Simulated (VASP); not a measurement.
Crystal: MgO.

```
CELL_PARAMETERS angstrom
2.93802 0.00000 0.00000
-1.46901 2.54440 0.00000
0.00000 0.00000 2.67968
ATOMIC_POSITIONS crystal
Mg 0.00000 0.00000 0.00000
O 0.33333 0.66667 0.50000
```

Base run:

- Program: VASP 6.6.1
- Functional: r2SCAN
- Potentials or basis: VASP PAW PBE potentials, release 64 (Mg, O)
- Cutoff: 520 eV
- k mesh: 12 × 12 × 8
- Occupations: gaussian, width 0.01 eV
- Spin: no spin polarisation

Its results: band gap on the k mesh 3.76 eV, indirect (least direct gap 4.17 eV); pressure -6.2 GPa.

The run is repeated on the same cell with these changes: functional from r2SCAN to PBEsol; further incar settings from ALGO = Normal; EDIFF = 1e-06; NBANDS = 11 to ALGO = Normal; EDIFF = 1e-07; NBANDS = 11. What comes out?

Band gap on the k mesh 2.92 eV, indirect (least direct gap 3.33 eV); pressure -4.4 GPa.

Caveats: the PAW data sets were made with another functional, which shifts forces and pressure a little.

A k mesh can miss the band edges.
